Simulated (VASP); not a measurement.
A run of VASP 6.6.1 is set up as follows.

File INCAR:

```
SYSTEM = FeClO
  PREC = Accurate
  ENCUT = 520
  EDIFF = 1E-7
  ISMEAR = -1
  SIGMA = 0.1
  LREAL = .False.
  LASPH = .True.
  NELM = 150
  ALGO = Normal
  ISIF = 2
  LWAVE = .False.
  LCHARG = .True.
  LNONCOLLINEAR = .True.
  MAGMOM = -3.827 -0.593 1.001 -3.827 -0.593 1.001 0 0 0 0 0 0 0 0 0 0 0 0
  LORBIT = 11
  LSORBIT = .True.
  GGA_COMPAT = .False.
  LORBMOM = .True.
  LMAXMIX = 4
  GGA = PS
  LVHAR = .True.
  NBANDS = 58
```

File KPOINTS:

```
regular mesh
0
Gamma
  5 3 5
  0 0 0
```

POSCAR

```
FeClO
1.0
    3.7516683000      0.0000000000      0.0000000000
    0.0000000000      7.6534033400      0.0000000000
    0.0000000000      0.0000000000      3.3014681100
Fe Cl O
2 2 2
Direct
    0.0000000000      0.0970000000      0.5000000000
    0.5000000000      0.9030000000      0.0000000000
    0.0000000000      0.3050000000      0.0000000000
    0.5000000000      0.6950000000      0.5000000000
    0.0000000000      0.9170000000      0.0000000000
    0.5000000000      0.0830000000      0.5000000000
```

Potentials or basis: VASP PAW PBE potentials, release 64 (Fe, Cl, O).

The run is started by

```console
$ cat potpaw_PBE.64/Fe/POTCAR potpaw_PBE.64/Cl/POTCAR potpaw_PBE.64/O/POTCAR > POTCAR
$ mpirun -np 1 vasp_ncl > vasp.out
```

Problem. Estimate the net moment.

Solution. 7.42 μB per cell.

Problem. Predict the pressure.

Solution. 1.2 GPa.

Moments on the atoms (μB; x, y, z):
```
Fe  -3.03 -0.47  0.80
Fe  -3.03 -0.47  0.80
Cl  -0.14 -0.02  0.04
Cl  -0.14 -0.02  0.04
O   -0.22 -0.04  0.06
O   -0.22 -0.04  0.06
```

Caveat: the k points lie up to 0.38 Å⁻¹ apart; the PAW data sets were made with another functional, which shifts forces and pressure a little; this functional lacks dispersion, which binds layers or chains, so the pressure and a relaxed spacing across them are unreliable.
